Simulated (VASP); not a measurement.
Wanted: the native input for a VASP 6.6.1 run.

* Task: single point
* Functional: PBE0
* Potentials or basis: VASP PAW PBE potentials, release 64 (Na_pv, H)
* Cutoff: 520 eV
* k mesh: 6 × 6 × 6
* Occupations: fermi-dirac, width 0.05 eV
* Spin: no spin polarisation
* Dipole correction: no
* Grid for exact exchange (PRECFOCK): Normal
* Further INCAR settings: ALGO = Normal; EDIFF = 1e-06; NBANDS = 11
* Share of exact exchange: 0.25

The system is NaH.

```
Na H
1.0
     0.00000    2.44000    2.44000
     2.44000    0.00000    2.44000
     2.44000    2.44000    0.00000
Na H
1 1
Direct
  0.00000 0.00000 0.00000
  0.50000 0.50000 0.50000
```

These files were run (other wordings do the same):

POSCAR

```
NaH
1.0
    0.0000000000      2.4400000000      2.4400000000
    2.4400000000      0.0000000000      2.4400000000
    2.4400000000      2.4400000000      0.0000000000
Na H
1 1
Direct
    0.0000000000      0.0000000000      0.0000000000
    0.5000000000      0.5000000000      0.5000000000
```

INCAR.step1

```
SYSTEM = NaH
PREC = Accurate ; ENCUT = 520
EDIFF = 1E-5 ; ISMEAR = -1
SIGMA = 0.05 ; LREAL = .False.
LASPH = .True. ; NELM = 100
ALGO = Normal ; ISIF = 2
LWAVE = .True. ; NBANDS = 11
GGA = PE
```

INCAR.step2

```
SYSTEM = NaH
PREC = Accurate ; ENCUT = 520
EDIFF = 1E-6 ; ISMEAR = -1
SIGMA = 0.05 ; LREAL = .False.
LASPH = .True. ; NELM = 100
ALGO = Normal ; ISIF = 2
LWAVE = .False. ; LCHARG = .True.
GGA = PE ; LHFCALC = .True.
AEXX = 0.25 ; PRECFOCK = Normal
LELF = .True. ; LVHAR = .True.
NBANDS = 11 ; ISTART = 1
```

KPOINTS

```
regular mesh
0
Gamma
  6 6 6
  0 0 0
```

Potentials or basis: VASP PAW PBE potentials, release 64 (Na_pv, H).

Launch:

```bash
$ cat potpaw_PBE.64/Na_pv/POTCAR potpaw_PBE.64/H/POTCAR > POTCAR
$ cp INCAR.step1 INCAR
$ mpirun -np 1 vasp_std > vasp.out
$ cp INCAR.step2 INCAR
$ mpirun -np 1 vasp_std > vasp.out
```

It gave:

| Property | Result |
| --- | --- |
| Pressure | -1.0 GPa |
| Band gap on the k mesh | 5.52 eV (least direct gap 6.42 eV) |

Caveat: the PAW data sets were made with another functional, which shifts forces and pressure a little.

Run time: 2.5 min on 1 thread of Intel(R) Xeon(R) 6975P-C (Granite Rapids) (shared host), peak memory 0.16 GiB.
